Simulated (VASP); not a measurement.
# TaOs3 (Pm-3m) in VASP: notebook

The runs below take TaOs3 through single point, relaxation of volume and atoms at fixed shape, with LDA.

Program: VASP 6.6.1. These are calculated values, not measurements. Logs are shortened: lines on timing, memory, paths and dates and some standing lists are left out, and cuts for length are marked.

### Step 1. The cell of the first run

The structure is cubic, space group Pm-3m (No. 221). The conventional cell has a = 3.871 Å, b = 3.871 Å, c = 3.871 Å, α = 90.00°, β = 90.00°, γ = 90.00°. Within 3.6 Å of Ta (site symmetry m-3m) lie 12 Os at 2.74 Å. Os (site symmetry 4/mmm) has 4 Ta at 2.74 Å and 8 Os at 2.74 Å within 3.6 Å.

### Step 2. Single point, LDA

INCAR

```
SYSTEM = TaOs3
PREC = Accurate
ENCUT = 560
EDIFF = 1E-6
ISMEAR = -1
SIGMA = 0.1
LREAL = .FALSE.
LASPH = .TRUE.
NELM = 120
ALGO = Normal
ISIF = 2
LWAVE = .FALSE.
LCHARG = .FALSE.
NBANDS = 38
GGA_COMPAT = .FALSE.
```

KPOINTS

```
regular mesh
0
G
  6 6 6
  0 0 0
```

POSCAR

```
TaOs3
1.0
    3.8711397601      0.0000000000      0.0000000000
    0.0000000000      3.8711397601      0.0000000000
    0.0000000000      0.0000000000      3.8711397601
Ta Os
1 3
Direct
    0.0000000000      0.0000000000      0.0000000000
    0.0000000000      0.5000000000      0.5000000000
    0.5000000000      0.0000000000      0.5000000000
    0.5000000000      0.5000000000      0.0000000000
```

Potentials or basis: VASP PAW LDA potentials, release 64 (Ta_sv_GW, Os_sv_GW).

The run is started by

```
> cat potpaw_LDA.64/Ta_sv_GW/POTCAR potpaw_LDA.64/Os_sv_GW/POTCAR > POTCAR
> mpirun -np 1 vasp_std > vasp.out
```

OUTCAR:

```text
SYSTEM = TaOs3
   PREC = Accurate
   ENCUT = 560
   EDIFF = 1E-6
   ISMEAR = -1
   LREAL = .FALSE.
   LASPH = .TRUE.
   NELM = 120
   ISIF = 2

 ion  position               nearest neighbor table
   1  0.000  0.000  0.000-   2 2.74   3 2.74   4 2.74   2 2.74   3 2.74   2 2.74   4 2.74   2 2.74
                             3 2.74   4 2.74   3 2.74   4 2.74
   2  0.000  0.500  0.500-   1 2.74   3 2.74   4 2.74   1 2.74   4 2.74   1 2.74   3 2.74   1 2.74
                             3 2.74   4 2.74   4 2.74   3 2.74
   3  0.500  0.000  0.500-   1 2.74   2 2.74   4 2.74   1 2.74   4 2.74   2 2.74   4 2.74   4 2.74
                             1 2.74   2 2.74   1 2.74   2 2.74
   4  0.500  0.500  0.000-   1 2.74   2 2.74   3 2.74   2 2.74   3 2.74   1 2.74   3 2.74   3 2.74
                             1 2.74   2 2.74   2 2.74   1 2.74

  LATTYP: Found a simple cubic cell.
 ALAT       =     3.8711397601

  Lattice vectors:

 A1 = (   3.8711397601,   0.0000000000,   0.0000000000)
 A2 = (   0.0000000000,   3.8711397601,   0.0000000000)
 A3 = (   0.0000000000,   0.0000000000,   3.8711397601)

Analysis of symmetry for initial positions (statically):
=====================================================================
 Subroutine PRICEL returns:
 Original cell was already a primitive cell.

 Routine SETGRP: Setting up the symmetry group for a
 simple cubic supercell.

 Subroutine GETGRP returns: Found 48 space group operations
 (whereof 48 operations were pure point group operations)
 out of a pool of 48 trial point group operations.

The static configuration has the point symmetry O_h .

Analysis of symmetry for dynamics (positions and initial velocities):
=====================================================================
 Subroutine PRICEL returns:
 Original cell was already a primitive cell.

 Routine SETGRP: Setting up the symmetry group for a
 simple cubic supercell.

 Subroutine GETGRP returns: Found 48 space group operations
 (whereof 48 operations were pure point group operations)
 out of a pool of 48 trial point group operations.

The dynamic configuration has the point symmetry O_h .

 Subroutine INISYM returns: Found 48 space group operations
 (whereof 48 operations are pure point group operations),
 and found     1 'primitive' translations

----------------------------------------------------------------------------------------

                                     Primitive cell

  volume of cell :      58.0118

  direct lattice vectors                    reciprocal lattice vectors
     3.871139760  0.000000000  0.000000000     0.258321854  0.000000000  0.000000000
     0.000000000  3.871139760  0.000000000     0.000000000  0.258321854  0.000000000
     0.000000000  0.000000000  3.871139760     0.000000000  0.000000000  0.258321854

  length of vectors
     3.871139760  3.871139760  3.871139760     0.258321854  0.258321854  0.258321854

  position of ions in fractional coordinates (direct lattice)
     0.000000000  0.000000000  0.000000000
     0.000000000  0.500000000  0.500000000
     0.500000000  0.000000000  0.500000000
     0.500000000  0.500000000  0.000000000

  ion indices of the primitive-cell ions
   primitive index   ion index
                 1           1
                 2           2
                 3           3
                 4           4

----------------------------------------------------------------------------------------

 KPOINTS: regular mesh

Automatic generation of k-mesh.
 Grid dimensions read from file:
 generate k-points for:    6    6    6

 Generating k-lattice:

  Cartesian coordinates                     Fractional coordinates (reciprocal lattice)
     0.043053642  0.000000000  0.000000000     0.166666667  0.000000000  0.000000000
     0.000000000  0.043053642  0.000000000     0.000000000  0.166666667  0.000000000
     0.000000000  0.000000000  0.043053642     0.000000000  0.000000000  0.166666667

  Length of vectors
     0.043053642  0.043053642  0.043053642

  Shift w.r.t. Gamma in fractional coordinates (k-lattice)
     0.000000000  0.000000000  0.000000000

 Subroutine IBZKPT returns following result:
 ===========================================

 Found     20 irreducible k-points:

 Following reciprocal coordinates:
            Coordinates               Weight
  0.000000  0.000000  0.000000      1.000000
  0.166667  0.000000  0.000000      6.000000
  0.333333  0.000000  0.000000      6.000000
  0.500000  0.000000  0.000000      3.000000
  0.166667  0.166667  0.000000     12.000000
  0.333333  0.166667  0.000000     24.000000
[... 12 lines left out ...]
  0.500000  0.500000  0.333333      6.000000
  0.500000  0.500000  0.500000      1.000000
   k-points           NKPTS =     20   k-points in BZ     NKDIM =     20   number of bands    NBANDS=     38
   number of dos      NEDOS =    301   number of ions     NIONS =      4
   total plane-waves  NPLWV =  27000
   dimension x,y,z NGX =    30 NGY =   30 NGZ =   30
   dimension x,y,z NGXF=    60 NGYF=   60 NGZF=   60
   ions per type =               1   3
   NGX,Y,Z   is equivalent  to a cutoff of  12.88, 12.88, 12.88 a.u.
   NGXF,Y,Z  is equivalent  to a cutoff of  25.77, 25.77, 25.77 a.u.
 SYSTEM =  TaOs3
   PREC   = accura    normal or accurate (medium, high low for compatibility)
   ISTART =      0    job   : 0-new  1-cont  2-samecut
   ICHARG =      2    charge: 1-file 2-atom 10-const
   ISPIN  =      1    spin polarized calculation?
   LNONCOLLINEAR =      F non collinear calculations
   LSORBIT =      F    spin-orbit coupling
   LASPH  =      T    aspherical Exc in radial PAW
   ENCUT  =  560.0 eV  41.16 Ry    6.42 a.u.   7.47  7.47  7.47*2*pi/ulx,y,z
   NELM   =    120;   NELMIN=  2; NELMDL= -5     # of ELM steps
   EDIFF  = 0.1E-05   stopping-criterion for ELM
   LREAL  =      F    real-space projection
   EDIFFG = 0.1E-04   stopping-criterion for IOM
   NSW    =      0    number of steps for IOM
   IBRION =     -1    ionic relax: 0-MD 1-quasi-New 2-CG
   NFREE  =      0    steps in history (QN), initial steepest desc. (CG)
   ISIF   =      2    stress and relaxation
   ISYM   =      2    0-nonsym 1-usesym 2-fastsym
   POTIM  = 0.5000    time-step for ionic-motion
   TEBEG  =    0.0;   TEEND  =   0.0 temperature during run
   PSTRESS=    0.0 pullay stress
   NELECT =      61.0000    total number of electrons
   NUPDOWN=      -1.0000    fix difference up-down
   EMIN   =  10.00;   EMAX   =-10.00  energy-range for DOS
   EFERMI =   0.00;   METHOD = LEGACY
   ISMEAR =    -1;   SIGMA  =   0.10  broadening in eV -4-tet -1-fermi 0-gaus
   EFERMI_NEDOS =   21; number of points for ismear=-14 and -15
   IALGO  =     38    algorithm
   IMIX   =      4    mixing-type and parameters
     AMIX     =   0.40;   BMIX     =  1.00
     AMIX_MAG =   1.60;   BMIX_MAG =  1.00
  volume/ion in A,a.u.               =      14.50        97.87
  Fermi-wavevector in a.u.,A,eV,Ry     =   1.664738  3.145899 37.706547  2.771353
  Thomas-Fermi vector in A             =   2.751230
   LORBIT       =      0    0 simple, 1 ext, 2 COOP (PROOUT), +10 PAW based schemes
   GGA     = CA    functional components
   LHFCALC =     F    Hartree Fock is set to
   AEXX    =    0.0000 exact exchange contribution
   IVDW    =     0    specifies the selected vdW correction
   LEPSILON=     F    determine dielectric tensor
   LRPA    =     F    only Hartree local field effects (RPA)
 non-spin polarized calculation
  energy-cutoff  :      560.00
  volume of cell :       58.01
 maximum number of plane-waves:      1775
 NGX is ok and might be reduce to    30
   NGX = 15   NGY = 15   NGZ = 15

 number of electron      60.9999994 magnetization

 Free energy of the ion-electron system (eV)
  ---------------------------------------------------
  ext. energy  EPLUGINS =         0.00000000
  ---------------------------------------------------
  free energy    TOTEN  =       -57.31751423 eV

  energy without entropy =      -57.19834357  energy(sigma->0) =      -57.25792890

 E-fermi :  12.8059     XC(G=0): -14.5671

 val. band max:       12.8025249646   @ k =   0.5000   0.1667   0.0000
 cond. band min:      12.8422776232   @ k =   0.3333   0.1667   0.1667
 fundamental gap:      0.0397526586
 Fermi energy:        12.8058961096

 k-point     1 :       0.0000    0.0000    0.0000
  band No.  band energies     occupation
      1     -72.7350      2.00000
      2     -72.6476      2.00000
      3     -72.6476      2.00000
      4     -54.3453      2.00000
      5     -32.7082      2.00000
      6     -32.7082      2.00000
[... 30 lines left out ...]
     37      17.5531      0.00000
     38      18.9697      0.00000

 k-point     2 :       0.1667    0.0000    0.0000
  band No.  band energies     occupation
      1     -72.7305      2.00000
      2     -72.6529      2.00000
      3     -72.6476      2.00000
      4     -54.3455      2.00000
      5     -32.6833      2.00000
      6     -32.6833      2.00000
[... 30 lines left out ...]
     37      17.1771      0.00000
     38      18.9399      0.00000

 k-point     3 :       0.3333    0.0000    0.0000
  band No.  band energies     occupation
      1     -72.7172      2.00000
      2     -72.6661      2.00000
      3     -72.6471      2.00000
      4     -54.3456      2.00000
      5     -32.6232      2.00000
      6     -32.6232      2.00000
[... 30 lines left out ...]
     37      16.5639      0.00000
     38      18.8949      0.00000

 k-point     4 :       0.5000    0.0000    0.0000
  band No.  band energies     occupation
      1     -72.7059      2.00000
      2     -72.6767      2.00000
      3     -72.6473      2.00000
      4     -54.3456      2.00000
      5     -32.5845      2.00000
      6     -32.5845      2.00000
[... 30 lines left out ...]
     37      16.2853      0.00000
     38      18.8776      0.00000
[... 539 lines left out ...]
      4     -54.3444      2.00000
      5     -32.8659      2.00000
      6     -32.5778      2.00000
[... 30 lines left out ...]
     37      16.9852      0.00000
     38      17.4004      0.00000

 k-point    19 :       0.5000    0.5000    0.3333
  band No.  band energies     occupation
      1     -72.6763      2.00000
      2     -72.6763      2.00000
      3     -72.6763      2.00000
      4     -54.3442      2.00000
      5     -32.9056      2.00000
      6     -32.6145      2.00000
[... 30 lines left out ...]
     37      17.0172      0.00000
     38      17.1315      0.00000

 k-point    20 :       0.5000    0.5000    0.5000
  band No.  band energies     occupation
      1     -72.6762      2.00000
      2     -72.6762      2.00000
      3     -72.6762      2.00000
      4     -54.3439      2.00000
      5     -32.9543      2.00000
      6     -32.6198      2.00000
[... 30 lines left out ...]
     37      17.2835      0.00000
     38      17.2835      0.00000

------------------------ aborting loop because EDIFF is reached ----------------------------------------

  FORCE on cell =-STRESS in cart. coord.  units (eV):
  Direction    XX          YY          ZZ          XY          YZ          ZX
  --------------------------------------------------------------------------------------
  -------------------------------------------------------------------------------------
  Total        0.0545579      0.0545579      0.0545579     -0.0000000     -0.0000000     -0.0000000
  in kB        1.5067877      1.5067877      1.5067877     -0.0000000     -0.0000000     -0.0000000
  external PRESSURE =       1.5067877 kB  Pullay stress =       0.0000000 kB

 VOLUME and BASIS-vectors are now :
 -----------------------------------------------------------------------------
  energy-cutoff  :      560.00
  volume of cell :       58.01
      direct lattice vectors                 reciprocal lattice vectors
     3.871139760  0.000000000  0.000000000     0.258321854  0.000000000  0.000000000
     0.000000000  3.871139760  0.000000000     0.000000000  0.258321854  0.000000000
     0.000000000  0.000000000  3.871139760     0.000000000  0.000000000  0.258321854

 POSITION                                       TOTAL-FORCE (eV/Angst)
 -----------------------------------------------------------------------------------
      0.00000      0.00000      0.00000         0.000000      0.000000      0.000000
      0.00000      1.93557      1.93557         0.000000      0.000000      0.000000
      1.93557      0.00000      1.93557         0.000000      0.000000      0.000000
      1.93557      1.93557      0.00000         0.000000      0.000000      0.000000
 -----------------------------------------------------------------------------------
    total drift:                                0.000000      0.000000     -0.000000

  FREE ENERGIE OF THE ION-ELECTRON SYSTEM (eV)
  ---------------------------------------------------
  free  energy   TOTEN  =       -57.3175142270 eV

  energy  without entropy=      -57.1983435719  energy(sigma->0) =      -57.25792890
```

Wall time 23 s (1 thread of Intel Xeon 6975P-C (Granite Rapids), shared host); peak memory 0.18 GiB.

Results:

* Free energy: -57.3175 eV
* Pressure: 0.2 GPa
* Band gap on the k mesh: zero (an odd number of electrons rules out a gap without spin polarisation)

Caveat: spin-orbit coupling is left out, which moves the levels of the heavy elements.

(Part 1 of 2 ends here.)

The gap in the log of VASP goes by the Fermi energy; the results here count the filled bands.